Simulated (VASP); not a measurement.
Input of a VASP 6.6.1 run:

The input INCAR:

```
SYSTEM = Ag
ALGO     = Normal         ! electronic algorithm
EDIFF    = 1E-7           ! SCF threshold, eV
ENCUT    = 520            ! plane-wave cutoff, eV
GGA      = CA             ! functional
ISIF     = 2              ! what is computed and relaxed
ISMEAR   = -1             ! smearing method
LASPH    = .TRUE.         ! aspherical terms in the spheres
LCHARG   = .FALSE.        ! write CHGCAR
LREAL    = .FALSE.        ! projectors in reciprocal space
LWAVE    = .FALSE.        ! write WAVECAR
NBANDS   = 12             ! bands
NELM     = 100            ! most SCF steps
PREC     = Accurate       ! precision mode
SIGMA    = 0.08           ! smearing width, eV
```

The input KPOINTS:

```
k-points
0
G
  18 18 18
  0 0 0
```

POSCAR

```
Ag
1.0
    0.0000000000      1.8575223434      1.8575223434
    1.8575223434      0.0000000000      1.8575223434
    1.8575223434      1.8575223434      0.0000000000
Ag
1
Direct
    0.0000000000      0.0000000000      0.0000000000
```

Potentials or basis: VASP PAW LDA potentials, release 64 (Ag).

Command:

```bash
$ cat potpaw_LDA.64/Ag/POTCAR > POTCAR
$ mpirun -np 1 vasp_std > vasp.out
```

Problem. Estimate the pressure.

Solution. 57.7 GPa.
